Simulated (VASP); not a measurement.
Write the native input for VASP 6.6.1 that does the following.

```
Task                               : single point
Functional                         : HSE06
Potentials or basis                : VASP PAW PBE potentials, release 64 (Li_sv, H)
Cutoff                             : 520 eV
k mesh                             : 8 × 8 × 8
Occupations                        : gaussian, width 0.01 eV
Spin                               : no spin polarisation
Dipole correction                  : no
Grid for exact exchange (PRECFOCK) : Normal
Further INCAR settings             : ALGO = Normal; EDIFF = 1e-06; NBANDS = 9
Share of exact exchange            : 0.25
Screening parameter                : 0.2079 1/Å
```

Crystal: LiH.

```
CELL_PARAMETERS angstrom
-0.05720 2.08792 2.08792
2.08792 -0.05720 2.08792
2.08792 2.08792 -0.05720
ATOMIC_POSITIONS crystal
Li 0.99747 0.99747 0.99747
H 0.25253 0.25253 0.25253
```

This cell differs from its parent crystal: strain along [111] -4.0%.

One way to write it, as run:

POSCAR

```
LiH
1.0
   -0.0572032536      2.0879187563      2.0879187563
    2.0879187563     -0.0572032536      2.0879187563
    2.0879187563      2.0879187563     -0.0572032536
Li H
1 1
Direct
   -0.0025337371     -0.0025337371     -0.0025337371
    0.2525337371      0.2525337371      0.2525337371
```

INCAR.step1

```
SYSTEM = LiH
PREC = Accurate
ENCUT = 520
EDIFF = 1E-5
ISMEAR = 0
SIGMA = 0.01
LREAL = .False.
LASPH = .True.
NELM = 80
ALGO = Normal
ISIF = 2
LWAVE = .True.
GGA = PE
NBANDS = 9
```

INCAR.step2

```
SYSTEM = LiH
PREC = Accurate
ENCUT = 520
EDIFF = 1E-6
ISMEAR = 0
SIGMA = 0.01
LREAL = .False.
LASPH = .True.
NELM = 80
ALGO = Normal
ISIF = 2
LWAVE = .False.
LCHARG = .True.
GGA = PE
LHFCALC = .True.
HFSCREEN = 0.2079
PRECFOCK = Normal
LELF = .True.
LVHAR = .True.
ISTART = 1
NBANDS = 9
```

KPOINTS

```
Automatic mesh
0
Gamma
  8 8 8
  0 0 0
```

Potentials or basis: VASP PAW PBE potentials, release 64 (Li_sv, H).

The run is started by

```console
$ cat potpaw_PBE.64/Li_sv/POTCAR potpaw_PBE.64/H/POTCAR > POTCAR
$ cp INCAR.step1 INCAR
$ mpirun -np 1 vasp_std > vasp.out
$ cp INCAR.step2 INCAR
$ mpirun -np 1 vasp_std > vasp.out
```

Results of the run:

```
Band gap on the k mesh : 5.27 eV (least direct gap 6.36 eV)
```

Caveat: the cell differs from its parent crystal (strain along [111] -4.0%).

Run time: 11 min on 1 thread of Intel(R) Xeon(R) Platinum 8259CL CPU @ 2.50GHz (Skylake/Cascade Lake) (shared host), peak memory 0.25 GiB.
